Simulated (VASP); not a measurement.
Input of a VASP 6.6.1 run:

The input INCAR:

```
ALGO     = Normal         # electronic algorithm
EDIFF    = 1E-7           # SCF threshold, eV
ENCUT    = 520            # plane-wave cutoff, eV
GGA      = PE             # functional
ISIF     = 2              # what is computed and relaxed
ISMEAR   = 0              # smearing method
LASPH    = T              # aspherical terms in the spheres
LCHARG   = T              # write CHGCAR
LELF     = T              # ELF
LREAL    = F              # projectors in reciprocal space
LVHAR    = T            
LWAVE    = F              # write WAVECAR
NBANDS   = 11             # bands
NELM     = 60             # most SCF steps
PREC     = Accurate       # precision mode
SIGMA    = 0.05           # smearing width, eV
```

Contents of KPOINTS:

```
k-points
0
Gamma
  9 9 8
```

File POSCAR:

```
MgO
1.0
    2.9380209034      0.0000000000      0.0000000000
   -1.4690104517      2.5444007392      0.0000000000
    0.0000000000      0.0000000000      2.6796800000
Mg O
1 1
Direct
    0.1179059554      0.2358119107      0.0000000000
    0.3333333333      0.6666666667      0.5000000000
```

Potentials or basis: VASP PAW PBE potentials, release 64 (Mg, O).

Launch:

```sh
$ cat potpaw_PBE.64/Mg/POTCAR potpaw_PBE.64/O/POTCAR > POTCAR
$ mpirun -np 1 vasp_std > vasp.out
```

Predict the pressure.

35.3 GPa.

Predict the largest force.

5.651 eV/Å.

Forces on the atoms (eV/Å):
```
Mg   0.000 -5.651  0.000
O    0.000  5.651  0.000
```

Caveat: the cell differs from its parent crystal (atom 1 (Mg) moved by (+0.000, +0.600) A along x and y); forces of over 1 eV/Å act on the atoms, so gaps and moduli don't describe the material at rest.
